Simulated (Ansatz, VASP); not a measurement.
**AlAs in VASP and in Ansatz**

File INCAR:

```
SYSTEM = AlAs
  ALGO = Normal
  EDIFF = 1E-6
  ENCUT = 500
  GGA = PS
  GGA_COMPAT = .False.
  ISIF = 2
  ISMEAR = 0
  LASPH = .True.
  LCHARG = .False.
  LREAL = .False.
  LWAVE = .False.
  NBANDS = 11
  NELM = 120
  PREC = Accurate
  SIGMA = 0.02
```

The input KPOINTS:

```
k-points
0
Gamma
  8 8 8
  0 0 0
```

File POSCAR:

```
AlAs
1.0
    0.0000000000      2.8315299536      2.8315299536
    2.8315299536      0.0000000000      2.8315299536
    2.8315299536      2.8315299536      0.0000000000
Al As
1 1
Direct
    0.0000000000      0.0000000000      0.0000000000
    0.2500000000      0.2500000000      0.2500000000
```

Input for Ansatz:

```yaml
crystal:
  lattice:
    - [0.0, 2.8315299536, 2.8315299536]
    - [2.8315299536, 0.0, 2.8315299536]
    - [2.8315299536, 2.8315299536, 0.0]
  atoms:
    - { symbol: Al, position: [0.0, 0.0, 0.0] }
    - { symbol: As, position: [0.25, 0.25, 0.25] }
basis:
  ecutwfc: 420
kpoints:
  mp_grid: { grid: [8, 8, 8] }
  band_path:
    path:
      - [[0.0, 0.0, 0.0], [-0.5, -0.5, 0.0], [-0.375, -0.375, 0.25]]
      - [[-0.375, 0.0, 0.375], [0.0, 0.0, 0.0], [0.0, 0.0, 0.5], [-0.5, -0.25, 0.25], [-0.5, -0.5, 0.0]]
    npoints: 10
hamiltonian:
  xc: pbesol
  pseudopotentials: { kind: paw, azcp: { folder: soft_1 } }
scf:
  occupations: { method: gaussian, width: 0.02 }
  n_extra_bands: 7
output:
  forces: true
  stress: true
  eigenvalues: true
```

Alike in both runs: task single point; functional PBEsol; k mesh 8 × 8 × 8; occupations gaussian, width 0.02 eV; no spin polarisation.

|  | VASP | Ansatz |
| --- | --- | --- |
| version | VASP 6.6.1 | Ansatz 0.2.0 |
| potentials or method | VASP PAW PBE potentials, release 64 (Al, As), cutoff 500 eV | scalar-relativistic, plane waves, PAW |
| valence electrons in the cell | 8 | 18 |

```csv
,VASP,Ansatz,Ansatz less VASP
gap on the k mesh at the Fermi level (eV),1.32,1.33,+0.012
least direct gap on the mesh (eV),1.97,1.96,-0.014
pressure (GPa),0.7,0.4,-0.29
```

VASP's potentials were made for PBE, not for PBEsol, and Ansatz warns of the same on its side. VASP's potentials hold 8 valence electrons a cell and Ansatz's 18, so a difference there can come from the potentials and not from the codes.
